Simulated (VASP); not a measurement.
# Ga8N7 (a cell with a defect) in VASP: a series of runs

Runs on Ga8N7 (a cell with a defect). Level: PBE. Tasks: relaxation of the atoms.

Program: VASP 6.6.1. These are calculated values, not measurements. Logs are shortened: lines on timing, memory, paths and dates and some standing lists are left out, and cuts for length are marked.

### 1 The cell of the first run

The cell holds a defect, 15 atoms: a = 5.243 Å, b = 6.437 Å, c = 6.437 Å, α = 120.00°, β = 90.00°, γ = 90.00°.

### 2 Relaxation of the atoms, PBE, collinear spin (atoms taken out)

Contents of INCAR:

```
PREC     = Accurate       # precision mode
ENCUT    = 520            # plane-wave cutoff, eV
EDIFF    = 1E-7           # SCF threshold, eV
ISMEAR   = 0              # smearing method
SIGMA    = 0.01           # smearing width, eV
LREAL    = Auto         
LASPH    = T              # aspherical terms in the spheres
NELM     = 150            # most SCF steps
ALGO     = Normal         # electronic algorithm
ISIF     = 2              # what is computed and relaxed
LWAVE    = F              # write WAVECAR
LCHARG   = F              # write CHGCAR
ISPIN    = 2              # spin polarisation
MAGMOM   = 0.25 0 0 0 0.25 0.25 0 0.25 0 0 0 0 0 0 0 # initial moments
LORBIT   = 11             # projections on sites
GGA      = PE             # functional
IBRION   = 2              # ionic algorithm
NSW      = 65             # ionic steps
EDIFFG   = -0.025         # ionic threshold
```

Contents of KPOINTS:

```
Automatic mesh
0
Gamma
  1 1 1
```

Contents of POSCAR:

```
Ga8N7
1.0
    0.0000000000      0.0000000000      5.2431684095
    3.2183708159      5.5743817708      0.0000000000
   -6.4367416318     -0.0000000001      0.0000000000
Ga N
8 7
Direct
    0.4991348631      0.1666666667      0.3333333333
    0.4991348631      0.1666666667      0.8333333333
    0.4991348631      0.6666666667      0.3333333333
    0.4991348631      0.6666666667      0.8333333333
    0.9991348631      0.3333333333      0.6666666667
    0.9991348631      0.3333333333      0.1666666667
    0.9991348631      0.8333333333      0.6666666667
    0.9991348631      0.8333333333      0.1666666667
    0.8758651369      0.1666666667      0.8333333333
    0.8758651369      0.6666666667      0.3333333333
    0.8758651369      0.6666666667      0.8333333333
    0.3758651369      0.3333333333      0.6666666667
    0.3758651369      0.3333333333      0.1666666667
    0.3758651369      0.8333333333      0.6666666667
    0.3758651369      0.8333333333      0.1666666667
```

Potentials or basis: VASP PAW PBE potentials, release 64 (Ga_d, N).

The run is started by

```console
cat potpaw_PBE.64/Ga_d/POTCAR potpaw_PBE.64/N/POTCAR > POTCAR
mpirun -np 1 vasp_gam > vasp.out
```

OUTCAR:

```text
PREC = Accurate
   ENCUT = 520
   EDIFF = 1E-7
   ISMEAR = 0
   LREAL = Auto
   LASPH = T
   NELM = 150
   ISIF = 2
   ISPIN = 2
   LORBIT = 11
   GGA = PE
   IBRION = 2
   NSW = 65
   EDIFFG = -0.025

 ion  position               nearest neighbor table
   1  0.499  0.167  0.333-  13 1.97  12 1.97  15 1.97
   2  0.499  0.167  0.833-  12 1.97  13 1.97  14 1.97   9 1.98
   3  0.499  0.667  0.333-  15 1.97  14 1.97  13 1.97  10 1.98
   4  0.499  0.667  0.833-  14 1.97  15 1.97  12 1.97  11 1.98
   5  0.999  0.333  0.667-   9 1.97  11 1.97  12 1.98
   6  0.999  0.333  0.167-   9 1.97  10 1.97  13 1.98
   7  0.999  0.833  0.667-  11 1.97  10 1.97   9 1.97  14 1.98
   8  0.999  0.833  0.167-  10 1.97  11 1.97  15 1.98
   9  0.876  0.167  0.833-   5 1.97   6 1.97   7 1.97   2 1.98
  10  0.876  0.667  0.333-   8 1.97   7 1.97   6 1.97   3 1.98
  11  0.876  0.667  0.833-   7 1.97   8 1.97   5 1.97   4 1.98
  12  0.376  0.333  0.667-   2 1.97   1 1.97   4 1.97   5 1.98
  13  0.376  0.333  0.167-   1 1.97   2 1.97   3 1.97   6 1.98
  14  0.376  0.833  0.667-   4 1.97   3 1.97   2 1.97   7 1.98
  15  0.376  0.833  0.167-   3 1.97   4 1.97   1 1.97   8 1.98

  LATTYP: Found a hexagonal cell.
 ALAT       =     6.4367416319
 C/A-ratio  =     0.8145687227

  Lattice vectors:

 A1 = (   3.2183708159,   5.5743817708,   0.0000000000)
 A2 = (  -6.4367416318,  -0.0000000001,   0.0000000000)
 A3 = (   0.0000000000,   0.0000000000,   5.2431684095)

Analysis of symmetry for initial positions (statically):
=====================================================================
 Subroutine PRICEL returns:
 Original cell was already a primitive cell.

 Routine SETGRP: Setting up the symmetry group for a
 hexagonal supercell.

 Subroutine GETGRP returns: Found  6 space group operations
 (whereof  2 operations were pure point group operations)
 out of a pool of 24 trial point group operations.

The static configuration has the point symmetry C_1h.
 The point group associated with its full space group is C_3v.

Analysis of symmetry for dynamics (positions and initial velocities):
=====================================================================
 Subroutine PRICEL returns:
 Original cell was already a primitive cell.

 Routine SETGRP: Setting up the symmetry group for a
 hexagonal supercell.

 Subroutine GETGRP returns: Found  6 space group operations
 (whereof  2 operations were pure point group operations)
 out of a pool of 24 trial point group operations.

The dynamic configuration has the point symmetry C_1h.
 The point group associated with its full space group is C_3v.

Analysis of structural, dynamic, and magnetic symmetry:
=====================================================================
 Subroutine PRICEL returns:
 Original cell was already a primitive cell.

 Routine SETGRP: Setting up the symmetry group for a
 hexagonal supercell.

 Subroutine GETGRP returns: Found  6 space group operations
 (whereof  2 operations were pure point group operations)
 out of a pool of 24 trial point group operations.

The overall configuration has the point symmetry C_1h.
 The point group associated with its full space group is C_3v.

 Subroutine INISYM returns: Found  6 space group operations
 (whereof  2 operations are pure point group operations),
 and found     1 'primitive' translations

----------------------------------------------------------------------------------------

                                     Primitive cell

  volume of cell :     188.1294

  direct lattice vectors                    reciprocal lattice vectors
     0.000000000  0.000000000  5.243168409     0.000000000  0.000000000  0.190724372
     3.218370816  5.574381771  0.000000000    -0.000000000  0.179392091  0.000000000
    -6.436741632 -0.000000000  0.000000000    -0.155358108  0.089696045  0.000000000

  length of vectors
     5.243168409  6.436741632  6.436741632     0.190724372  0.179392091  0.179392091

  position of ions in fractional coordinates (direct lattice)
     0.499134863  0.166666667  0.333333333
[... 37 lines left out ...]
  FREE ENERGIE OF THE ION-ELECTRON SYSTEM (eV)
  ---------------------------------------------------
  free  energy   TOTEN  =       -84.2024925099 eV

  energy  without entropy=      -84.2024925099  energy(sigma->0) =      -84.20249251

[... ionic steps 4 to 9 ...]

--------------------------------------- Ionic step       10  -------------------------------------------

 number of electron     138.9999996 magnetization       1.0000000

------------------------ aborting loop because EDIFF is reached ----------------------------------------
[... 93 lines left out ...]
--------------------------------------- Ionic step       12  -------------------------------------------

 number of electron     138.9999983 magnetization       1.0000000

 Free energy of the ion-electron system (eV)
  ---------------------------------------------------
  ext. energy  EPLUGINS =         0.00000000
  ---------------------------------------------------
  free energy    TOTEN  =       -84.27403713 eV

  energy without entropy =      -84.27403713  energy(sigma->0) =      -84.27403713

 E-fermi :   7.1024     XC(G=0): -11.3281

 val. band max:        6.9992440524   @ k =   0.0000   0.0000   0.0000
 cond. band min:       7.3994305773   @ k =   0.0000   0.0000   0.0000
 fundamental gap:      0.4001865249
 Fermi energy:         7.1024403923

 spin component 1

 k-point     1 :       0.0000    0.0000    0.0000
  band No.  band energies     occupation
      1     -10.9348      1.00000
      2     -10.3029      1.00000
      3     -10.3029      1.00000
      4     -10.2902      1.00000
      5     -10.1331      1.00000
      6     -10.1331      1.00000
[... 73 lines left out ...]
     80      11.1364      0.00000
     81      11.1364      0.00000
 Fermi energy:         7.1024403923

 spin component 2

 k-point     1 :       0.0000    0.0000    0.0000
  band No.  band energies     occupation
      1     -10.8692      1.00000
      2     -10.2736      1.00000
      3     -10.2736      1.00000
      4     -10.2485      1.00000
      5     -10.0924      1.00000
      6     -10.0924      1.00000
[... 73 lines left out ...]
     80      11.2506      0.00000
     81      11.2506      0.00000
 [bands above 81 left out]

------------------------ aborting loop because EDIFF is reached ----------------------------------------

  FORCE on cell =-STRESS in cart. coord.  units (eV):
  Direction    XX          YY          ZZ          XY          YZ          ZX
  --------------------------------------------------------------------------------------
  -------------------------------------------------------------------------------------
  Total        6.0315793      6.0315793     -7.0434954      0.0000000     -0.0000000      0.0000000
  in kB       51.3670981     51.3670981    -59.9849394      0.0000000     -0.0000000      0.0000000
  external PRESSURE =      14.2497523 kB  Pullay stress =       0.0000000 kB
[... 30 lines left out ...]
  FREE ENERGIE OF THE ION-ELECTRON SYSTEM (eV)
  ---------------------------------------------------
  free  energy   TOTEN  =       -84.2740371296 eV

  energy  without entropy=      -84.2740371296  energy(sigma->0) =      -84.27403713

 reached required accuracy - stopping structural energy minimisation

 total charge

# of ion       s       p       d       tot
------------------------------------------
    1        0.833   0.826  10.129  11.788
    2        0.771   0.848  10.154  11.773
    3        0.771   0.848  10.154  11.773
    4        0.771   0.848  10.154  11.773
    5        0.842   0.768  10.076  11.685
    6        0.842   0.768  10.076  11.685
    7        0.779   0.850  10.156  11.786
    8        0.842   0.768  10.076  11.685
    9        1.239   2.468   0.000   3.707
   10        1.239   2.468   0.000   3.707
   11        1.239   2.468   0.000   3.707
   12        1.231   2.512   0.000   3.743
   13        1.231   2.512   0.000   3.743
   14        1.221   2.537   0.000   3.758
   15        1.231   2.512   0.000   3.743
--------------------------------------------------
tot         15.079  24.000  80.976 120.055

 magnetization (x)

# of ion       s       p       d       tot
------------------------------------------
    1        0.088   0.004  -0.001   0.091
    2        0.026  -0.002   0.004   0.028
    3        0.026  -0.002   0.004   0.028
    4        0.026  -0.002   0.004   0.028
    5       -0.000   0.039   0.002   0.041
    6       -0.000   0.039   0.002   0.041
    7        0.033   0.001   0.002   0.036
    8       -0.000   0.039   0.002   0.041
    9        0.015  -0.000   0.000   0.015
   10        0.015  -0.000   0.000   0.015
   11        0.015  -0.000   0.000   0.015
   12        0.033   0.016   0.000   0.049
   13        0.033   0.016   0.000   0.049
   14        0.044   0.016   0.000   0.060
   15        0.033   0.016   0.000   0.049
--------------------------------------------------
tot          0.387   0.182   0.019   0.588
```

Run time: 30 min. Hardware: 1 thread of Intel Xeon 8259CL, shared host; peak memory 0.36 GiB.

What came out:

| Property | Result |
| --- | --- |
| Free energy | -84.2740 eV |
| Energy gained by relaxing | 12.5 meV/atom |
| Ionic steps | 12 |
| Pressure after relaxing | 1.4 GPa |
| Largest force after relaxing | 0.013 eV/Å |
| Net moment | 1.00 μB per cell |
| Site moments | Ga +0.09, +0.03, +0.04 (each value once); N +0.01, +0.05, +0.06 (each value once) μB |
| Valence electrons inside the program's atomic spheres | Ga 11.79, 11.77, 11.69 (each value once); N 3.71, 3.74, 3.76 (each value once) |

Forces on the atoms (eV/Å):
```
Ga   0.000  0.000  0.013
Ga   0.000 -0.009  0.003
Ga  -0.008  0.005  0.003
Ga   0.008  0.005  0.003
Ga   0.003 -0.002  0.009
Ga  -0.003 -0.002  0.009
Ga   0.000  0.000 -0.003
Ga   0.000  0.004  0.009
N    0.000 -0.007 -0.006
N   -0.006  0.003 -0.006
N    0.006  0.003 -0.006
N   -0.002  0.001 -0.007
N    0.002  0.001 -0.007
N    0.000  0.000 -0.009
N    0.000 -0.003 -0.007
```

Stress tensor (GPa, compression positive):
```
 5.14  0.00  0.00
 0.00  5.14  0.00
 0.00  0.00 -6.00
```

The path:
```tsv
step	energy change (eV)	largest force (eV/Å)	pressure (GPa)
1	0.0000	0.5783	0.76
2	-0.1044	0.4521	1.61
3	-0.1153	0.5171	1.97
4	-0.1575	0.4054	2.17
5	-0.1602	0.4481	2.22
6	-0.1754	0.2395	1.86
7	-0.1774	0.1469	1.68
8	-0.1845	0.0952	1.49
9	-0.1849	0.1090	1.44
10	-0.1866	0.0298	1.45
11	-0.1866	0.0319	1.45
12	-0.1868	0.0132	1.42
```

Final structure:
```yaml
crystal:
  lattice:
    - [0.00000, 0.00000, 5.24317]
    - [3.21837, 5.57438, 0.00000]
    - [-6.43674, 0.00000, 0.00000]
  atoms:
    - { symbol: Ga, position: [0.51813, 0.16667, 0.33333] }
    - { symbol: Ga, position: [0.49002, 0.16498, 0.83249] }
    - { symbol: Ga, position: [0.49002, 0.66751, 0.33502] }
    - { symbol: Ga, position: [0.49002, 0.66751, 0.83249] }
    - { symbol: Ga, position: [0.00809, 0.33658, 0.67315] }
    - { symbol: Ga, position: [0.00809, 0.33658, 0.16342] }
    - { symbol: Ga, position: [0.99127, 0.83333, 0.66667] }
    - { symbol: Ga, position: [0.00809, 0.82685, 0.16342] }
    - { symbol: N, position: [0.86797, 0.16938, 0.83469] }
    - { symbol: N, position: [0.86797, 0.66531, 0.33062] }
    - { symbol: N, position: [0.86797, 0.66531, 0.83469] }
    - { symbol: N, position: [0.38474, 0.32705, 0.65411] }
    - { symbol: N, position: [0.38474, 0.32705, 0.17295] }
    - { symbol: N, position: [0.36226, 0.83333, 0.66667] }
    - { symbol: N, position: [0.38474, 0.84589, 0.17295] }
```

Levels at points of the mesh, in eV from the Fermi level:
Spin up:
```tsv
k point	band 67	band 68	band 69	band 70	band 71	band 72	band 73	band 74
(0.00, 0.00, 0.00)	-3.29	-2.55	-2.55	-0.10	0.85	1.51	1.51	1.82
```
Spin down:
```tsv
k point	band 67	band 68	band 69	band 70	band 71	band 72
(0.00, 0.00, 0.00)	-3.20	-2.49	-2.49	0.30	0.94	1.58
```

Caveat: the k points lie up to 1.20 Å⁻¹ apart; the cell differs from its parent crystal (atoms taken out).

(Part 1 of 2 ends here.)
